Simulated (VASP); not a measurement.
# Nb (Im-3m) in VASP: further runs

Runs on Nb. Level: PBEsol+D4. Tasks: single point.

All numbers are computed with VASP 6.6.1; they aren't measurements. Logs are shortened: lines on timing, memory, paths and dates and some standing lists are left out, and cuts for length are marked.

### 1 The cell of the first run

The structure is cubic, space group Im-3m (No. 229). Conventional cell: a = 3.328 Å, b = 3.328 Å, c = 3.328 Å, α = 90.00°, β = 90.00°, γ = 90.00°. Within 3.8 Å of Nb (site symmetry m-3m) lie 14 Nb at 2.88 to 3.33 Å.

### 2 Single point, PBEsol+D4

File INCAR:

```
PREC     = Accurate       # precision mode
ENCUT    = 500            # plane-wave cutoff, eV
EDIFF    = 1E-6           # SCF threshold, eV
ISMEAR   = 0              # smearing method
SIGMA    = 0.15           # smearing width, eV
LREAL    = F              # projectors in reciprocal space
LASPH    = T              # aspherical terms in the spheres
NELM     = 120            # most SCF steps
ALGO     = Normal         # electronic algorithm
ISIF     = 2              # what is computed and relaxed
LWAVE    = F              # write WAVECAR
LCHARG   = F              # write CHGCAR
GGA      = PS             # functional
IVDW     = 13             # dispersion correction
NBANDS   = 12             # bands
GGA_COMPAT= F
```

File KPOINTS:

```
Automatic mesh
0
Gamma
  9 9 9
```

File POSCAR:

```
Nb
1.0
   -1.6639500000      1.6639500000      1.6639500000
    1.6639500000     -1.6639500000      1.6639500000
    1.6639500000      1.6639500000     -1.6639500000
Nb
1
Direct
    0.0000000000      0.0000000000      0.0000000000
```

Potentials or basis: VASP PAW PBE potentials, release 64 (Nb_sv).

Started as:

```sh
$ cat potpaw_PBE.64/Nb_sv/POTCAR > POTCAR
$ mpirun -np 1 vasp_std > vasp.out
```

OUTCAR:

```text
PREC = Accurate
   ENCUT = 500
   EDIFF = 1E-6
   ISMEAR = 0
   LREAL = F
   LASPH = T
   NELM = 120
   ISIF = 2
   GGA = PS
   IVDW = 13

 ion  position               nearest neighbor table
   1  0.000  0.000  0.000-

  LATTYP: Found a body centered cubic cell.
 ALAT       =     3.3279000000

  Lattice vectors:

 A1 = (  -1.6639500000,   1.6639500000,   1.6639500000)
 A2 = (   1.6639500000,  -1.6639500000,   1.6639500000)
 A3 = (   1.6639500000,   1.6639500000,  -1.6639500000)

Analysis of symmetry for initial positions (statically):
=====================================================================
 Subroutine PRICEL returns:
 Original cell was already a primitive cell.

 Routine SETGRP: Setting up the symmetry group for a
 body centered cubic supercell.

 Subroutine GETGRP returns: Found 48 space group operations
 (whereof 48 operations were pure point group operations)
 out of a pool of 48 trial point group operations.

The static configuration has the point symmetry O_h .

Analysis of symmetry for dynamics (positions and initial velocities):
=====================================================================
 Subroutine PRICEL returns:
 Original cell was already a primitive cell.

 Routine SETGRP: Setting up the symmetry group for a
 body centered cubic supercell.

 Subroutine GETGRP returns: Found 48 space group operations
 (whereof 48 operations were pure point group operations)
 out of a pool of 48 trial point group operations.

The dynamic configuration has the point symmetry O_h .

 Subroutine INISYM returns: Found 48 space group operations
 (whereof 48 operations are pure point group operations),
 and found     1 'primitive' translations

----------------------------------------------------------------------------------------

                                     Primitive cell

  volume of cell :      18.4281

  direct lattice vectors                    reciprocal lattice vectors
    -1.663950000  1.663950000  1.663950000     0.000000000  0.300489798  0.300489798
     1.663950000 -1.663950000  1.663950000     0.300489798  0.000000000  0.300489798
     1.663950000  1.663950000 -1.663950000     0.300489798  0.300489798  0.000000000

  length of vectors
     2.882045941  2.882045941  2.882045941     0.424956748  0.424956748  0.424956748

  position of ions in fractional coordinates (direct lattice)
     0.000000000  0.000000000  0.000000000

  ion indices of the primitive-cell ions
   primitive index   ion index
                 1           1

----------------------------------------------------------------------------------------

 KPOINTS: Automatic mesh

Automatic generation of k-mesh.
 Grid dimensions read from file:
 generate k-points for:    9    9    9

 Generating k-lattice:

  Cartesian coordinates                     Fractional coordinates (reciprocal lattice)
     0.000000000  0.033387755  0.033387755     0.111111111  0.000000000  0.000000000
     0.033387755  0.000000000  0.033387755     0.000000000  0.111111111  0.000000000
     0.033387755  0.033387755  0.000000000     0.000000000  0.000000000  0.111111111

  Length of vectors
     0.047217416  0.047217416  0.047217416

  Shift w.r.t. Gamma in fractional coordinates (k-lattice)
     0.000000000  0.000000000  0.000000000

 Subroutine IBZKPT returns following result:
 ===========================================

 Found     35 irreducible k-points:

 Following reciprocal coordinates:
            Coordinates               Weight
  0.000000  0.000000  0.000000      1.000000
  0.111111  0.000000  0.000000     12.000000
  0.222222  0.000000  0.000000     12.000000
  0.333333  0.000000  0.000000     12.000000
  0.444444  0.000000  0.000000     12.000000
  0.111111  0.111111  0.000000     24.000000
[... 16 lines left out ...]
 -0.333333  0.444444  0.111111     48.000000
 -0.444444 -0.444444  0.111111     24.000000
 [... further k-points ...]
   k-points           NKPTS =     35   k-points in BZ     NKDIM =     35   number of bands    NBANDS=     12
   number of dos      NEDOS =    301   number of ions     NIONS =      1
   total plane-waves  NPLWV =  13824
   dimension x,y,z NGX =    24 NGY =   24 NGZ =   24
   dimension x,y,z NGXF=    48 NGYF=   48 NGZF=   48
   ions per type =               1
   NGX,Y,Z   is equivalent  to a cutoff of  13.84, 13.84, 13.84 a.u.
   NGXF,Y,Z  is equivalent  to a cutoff of  27.69, 27.69, 27.69 a.u.
 SYSTEM =  unknown system
   PREC   = accura    normal or accurate (medium, high low for compatibility)
   ISTART =      0    job   : 0-new  1-cont  2-samecut
   ICHARG =      2    charge: 1-file 2-atom 10-const
   ISPIN  =      1    spin polarized calculation?
   LNONCOLLINEAR =      F non collinear calculations
   LSORBIT =      F    spin-orbit coupling
   LASPH  =      T    aspherical Exc in radial PAW
   ENCUT  =  500.0 eV  36.75 Ry    6.06 a.u.   5.25  5.25  5.25*2*pi/ulx,y,z
   NELM   =    120;   NELMIN=  2; NELMDL= -5     # of ELM steps
   EDIFF  = 0.1E-05   stopping-criterion for ELM
   LREAL  =      F    real-space projection
   EDIFFG = 0.1E-04   stopping-criterion for IOM
   NSW    =      0    number of steps for IOM
   IBRION =     -1    ionic relax: 0-MD 1-quasi-New 2-CG
   NFREE  =      0    steps in history (QN), initial steepest desc. (CG)
   ISIF   =      2    stress and relaxation
   ISYM   =      2    0-nonsym 1-usesym 2-fastsym
   POTIM  = 0.5000    time-step for ionic-motion
   TEBEG  =    0.0;   TEEND  =   0.0 temperature during run
   PSTRESS=    0.0 pullay stress
   NELECT =      13.0000    total number of electrons
   NUPDOWN=      -1.0000    fix difference up-down
   EMIN   =  10.00;   EMAX   =-10.00  energy-range for DOS
   EFERMI =   0.00;   METHOD = LEGACY
   ISMEAR =     0;   SIGMA  =   0.15  broadening in eV -4-tet -1-fermi 0-gaus
   EFERMI_NEDOS =   21; number of points for ismear=-14 and -15
   IALGO  =     38    algorithm
   IMIX   =      4    mixing-type and parameters
     AMIX     =   0.40;   BMIX     =  1.00
     AMIX_MAG =   1.60;   BMIX_MAG =  1.00
  volume/ion in A,a.u.               =      18.43       124.36
  Fermi-wavevector in a.u.,A,eV,Ry     =   1.457345  2.753983 28.896790  2.123854
  Thomas-Fermi vector in A             =   2.574157
   LORBIT       =      0    0 simple, 1 ext, 2 COOP (PROOUT), +10 PAW based schemes
   GGA     = PS    functional components
   LHFCALC =     F    Hartree Fock is set to
   AEXX    =    0.0000 exact exchange contribution
   IVDW    =    13    specifies the selected vdW correction
   LEPSILON=     F    determine dielectric tensor
   LRPA    =     F    only Hartree local field effects (RPA)
 non-spin polarized calculation
 Gauss-broadening in eV      SIGMA  =   0.15
  energy-cutoff  :      500.00
  volume of cell :       18.43
 maximum number of plane-waves:       477
 NGX is ok and might be reduce to    24
   NGX = 11   NGY = 11   NGZ = 11

 number of electron      12.9999999 magnetization

 Free energy of the ion-electron system (eV)
  ---------------------------------------------------
  ext. energy  EPLUGINS =         0.00000000
  ---------------------------------------------------
  free energy    TOTEN  =       -10.94319778 eV

  energy without entropy =      -10.92796870  energy(sigma->0) =      -10.93558324

 E-fermi :  10.7431     XC(G=0): -12.5105

 val. band max:       10.7298219753   @ k =  -0.2222   0.3333   0.1111
 cond. band min:      10.8164138472   @ k =   0.1111   0.0000   0.0000
 fundamental gap:      0.0865918719
 Fermi energy:        10.7430798113

 k-point     1 :       0.0000    0.0000    0.0000
  band No.  band energies     occupation
      1     -43.5615      2.00000
      2     -18.9254      2.00000
      3     -18.9254      2.00000
      4     -18.9254      2.00000
      5       4.8024      2.00000
      6      11.1058      0.00063
      7      11.1058      0.00063
      8      11.1058      0.00063
      9      13.9405      0.00000
     10      13.9405      0.00000
     11      24.8783      0.00000
     12      24.8783      0.00000

 k-point     2 :       0.1111    0.0000    0.0000
  band No.  band energies     occupation
      1     -43.5356      2.00000
      2     -19.0850      2.00000
      3     -18.9742      2.00000
      4     -18.9267      2.00000
      5       5.2868      2.00000
      6      10.8164      0.48931
      7      11.0134      0.01082
      8      11.5773      0.00000
      9      13.5645      0.00000
     10      13.9478      0.00000
     11      25.2320      0.00000
     12      25.7231      0.00000

 k-point     3 :       0.2222    0.0000    0.0000
  band No.  band energies     occupation
      1     -43.4693      2.00000
      2     -19.4754      2.00000
      3     -19.0958      2.00000
      4     -18.9299      2.00000
      5       6.4438      2.00000
      6      10.1708      2.00000
      7      10.6648      1.53978
      8      12.9183      0.00000
      9      13.3753      0.00000
     10      14.0409      0.00000
     11      25.2473      0.00000
     12      26.7010      0.00000
[... 286 lines left out ...]
 k-point    23 :      -0.3333    0.4444    0.1111
  band No.  band energies     occupation
      1     -43.3206      2.00000
      2     -19.9729      2.00000
      3     -19.4611      2.00000
      4     -19.1282      2.00000
      5       8.1952      2.00000
      6       9.5764      2.00000
      7      10.5248      1.96042
      8      12.8667      0.00000
      9      15.0108      0.00000
     10      16.9519      0.00000
     11      23.0927      0.00000
     12      25.4388      0.00000

 k-point    24 :      -0.4444   -0.4444    0.1111
  band No.  band energies     occupation
      1     -43.2970      2.00000
      2     -20.0681      2.00000
      3     -19.5260      2.00000
      4     -19.1274      2.00000
      5       8.0421      2.00000
      6       9.9174      2.00000
      7      10.2703      1.99999
      8      12.9828      0.00000
      9      15.7522      0.00000
     10      18.5331      0.00000
     11      21.6493      0.00000
     12      24.3188      0.00000

 [... further k-points ...]

------------------------ aborting loop because EDIFF is reached ----------------------------------------

  DFT-D4 for vdW energy calculation

  Edisp (eV):   -0.19099

  FORCE on cell =-STRESS in cart. coord.  units (eV):
  Direction    XX          YY          ZZ          XY          YZ          ZX
  --------------------------------------------------------------------------------------
  -------------------------------------------------------------------------------------
  Total      -1.22410    -1.22410    -1.22410     0.00000    -0.00000     0.00000
  in kB    -106.42545  -106.42545  -106.42545     0.00000    -0.00000     0.00000
  external pressure =     -106.43 kB  Pullay stress =        0.00 kB

 VOLUME and BASIS-vectors are now :
 -----------------------------------------------------------------------------
  energy-cutoff  :      500.00
  volume of cell :       18.43
      direct lattice vectors                 reciprocal lattice vectors
    -1.663950000  1.663950000  1.663950000     0.000000000  0.300489798  0.300489798
     1.663950000 -1.663950000  1.663950000     0.300489798  0.000000000  0.300489798
     1.663950000  1.663950000 -1.663950000     0.300489798  0.300489798  0.000000000

 POSITION                                       TOTAL-FORCE (eV/Angst)
 -----------------------------------------------------------------------------------
      0.00000      0.00000      0.00000         0.000000     -0.000000      0.000000
 -----------------------------------------------------------------------------------
    total drift:                                0.000000      0.000000      0.000000

  FREE ENERGIE OF THE ION-ELECTRON SYSTEM (eV)
  ---------------------------------------------------
  free  energy   TOTEN  =       -11.1341859136 eV

  energy  without entropy=      -11.1189568271  energy(sigma->0) =      -11.12657137
```

It took 8.8 s on 1 thread of Intel Xeon Platinum 8488C (Sapphire Rapids), shared host; peak memory 0.14 GiB.

What came out:

```yaml
Free_energy: -11.1342 eV
Pressure: -10.6 GPa
Dispersion_energy_per_atom: -0.191 eV
```

Caveat: the PAW data sets were made with another functional, which shifts forces and pressure a little; pairwise dispersion overbinds metals, which lowers pressure and volume.

### 3 Single point, PBEsol+D4

File INCAR:

```
SYSTEM = Nb
  PREC = Accurate
  ENCUT = 500
  EDIFF = 1E-6
  ISMEAR = 0
  SIGMA = 0.15
  LREAL = .False.
  LASPH = .True.
  NELM = 120
  ALGO = Normal
  ISIF = 2
  LWAVE = .False.
  LCHARG = .False.
  GGA = PS
  IVDW = 13
  NBANDS = 12
  GGA_COMPAT = .False.
```

File KPOINTS:

```
regular mesh
0
Gamma
  9 9 9
  0 0 0
```

POSCAR is that of step 2.

Potentials or basis: VASP PAW PBE potentials, release 64 (Nb_sv).

Started as:

```sh
$ cat potpaw_PBE.64/Nb_sv/POTCAR > POTCAR
$ mpirun -np 1 vasp_std > vasp.out
```

Run time: 7.4 s. Hardware: 1 thread of Intel Xeon Platinum 8488C (Sapphire Rapids), shared host; peak memory 0.14 GiB.

It converged, with:

* Free energy: -11.1342 eV
* Pressure: -10.6 GPa
* Dispersion energy per atom: -0.191 eV

Levels at points of the mesh, in eV from the Fermi level:
```
           k point  band 3  band 4  band 5  band 6  band 7  band 8  band 9  band 10
(0.00, 0.00, 0.00)  -29.67  -29.67   -5.94    0.36    0.36    0.36    3.20     3.20
```

Caveat: the PAW data sets were made with another functional, which shifts forces and pressure a little; pairwise dispersion overbinds metals, which lowers pressure and volume.
